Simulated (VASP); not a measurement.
Input of a VASP 6.6.1 run:

File INCAR:

```
SYSTEM = Tl
PREC     = Accurate       ! precision mode
ENCUT    = 520            ! plane-wave cutoff, eV
EDIFF    = 1E-6           ! SCF threshold, eV
ISMEAR   = 0              ! smearing method
SIGMA    = 0.15           ! smearing width, eV
LREAL    = .FALSE.        ! projectors in reciprocal space
LASPH    = .TRUE.         ! aspherical terms in the spheres
NELM     = 60             ! most SCF steps
ALGO     = Fast           ! electronic algorithm
ISIF     = 2              ! what is computed and relaxed
LWAVE    = .FALSE.        ! write WAVECAR
LCHARG   = .FALSE.        ! write CHGCAR
GGA      = PE             ! functional
NBANDS   = 20             ! bands
```

Contents of KPOINTS:

```
Automatic mesh
0
G
  18 18 10
  0 0 0
```

POSCAR

```
Tl
1.0
    3.2831984387      0.0000000000      0.0000000000
   -1.6415992194      2.8433332536      0.0000000000
    0.0000000000      0.0000000000      5.6631250000
Tl
2
Direct
    0.3333333333      0.6666666667      0.2500000000
    0.6666666667      0.3333333333      0.7500000000
```

Potentials or basis: VASP PAW PBE potentials, release 64 (Tl_d).

Launch:

```bash
$ cat potpaw_PBE.64/Tl_d/POTCAR > POTCAR
$ mpirun -np 1 vasp_std > vasp.out
```

**Question.** Estimate the pressure.

**Answer.** 7.2 GPa.

**Question.** What does it give for the band gap on the k mesh?

**Answer.** Zero (bands 13 and 14 overlap by 5.61 eV).

Stress tensor (GPa, compression positive):
```
8.15 0.00 0.00
0.00 8.15 0.00
0.00 0.00 5.41
```

Caveat: the cell differs from its parent crystal (strain -0.050 along x and y, +0.025 along z); the cell stands under pressure; spin-orbit coupling is left out, which moves the levels of the heavy elements.
